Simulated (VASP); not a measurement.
## Ti: single point with PBE

Crystal: Ti.

```
CELL_PARAMETERS angstrom
-1.67976 1.67976 1.44661
1.67976 -1.67976 1.44661
1.67976 1.67976 -1.44661
ATOMIC_POSITIONS crystal
Ti 0.00000 0.00000 0.00000
```

This cell differs from its parent crystal: volume 16.327 Å^3 an atom, c/a of the conventional cell 0.8612.

```
Program             : VASP 6.6.1
Task                : single point
Functional          : PBE
Potentials or basis : VASP PAW PBE potentials, release 64 (Ti_sv)
Cutoff              : 520 eV
k mesh              : 22 × 22 × 22
Occupations         : gaussian, width 0.15 eV
Spin                : no spin polarisation
```

* Pressure: 6.0 GPa
* Band gap on the k mesh: zero (band 6 reaches 9.70 eV, above the bottom of band 7 at 8.14 eV)

Stress tensor (GPa, compression positive):
```
5.88 0.00 0.00
0.00 5.88 0.00
0.00 0.00 6.26
```

Levels at points of the mesh, in eV from the Fermi level:
```tsv
k point	band 4	band 5	band 6	band 7	band 8	band 9
(0.00, 0.00, 0.00)	-32.22	-6.13	0.26	1.53	1.53	1.99
(0.50, 0.00, 0.00)	-32.32	-2.65	-0.91	1.77	2.78	3.96
(0.50, 0.50, 0.00)	-32.21	-2.64	0.53	0.61	1.91	2.89
(0.50, 0.50, 0.50)	-32.61	-2.55	-2.17	4.11	4.11	4.37
```

Wall time 2 min on 1 thread of Intel(R) Xeon(R) 6975P-C (Granite Rapids), with other jobs on the host, peak memory 0.28 GiB.
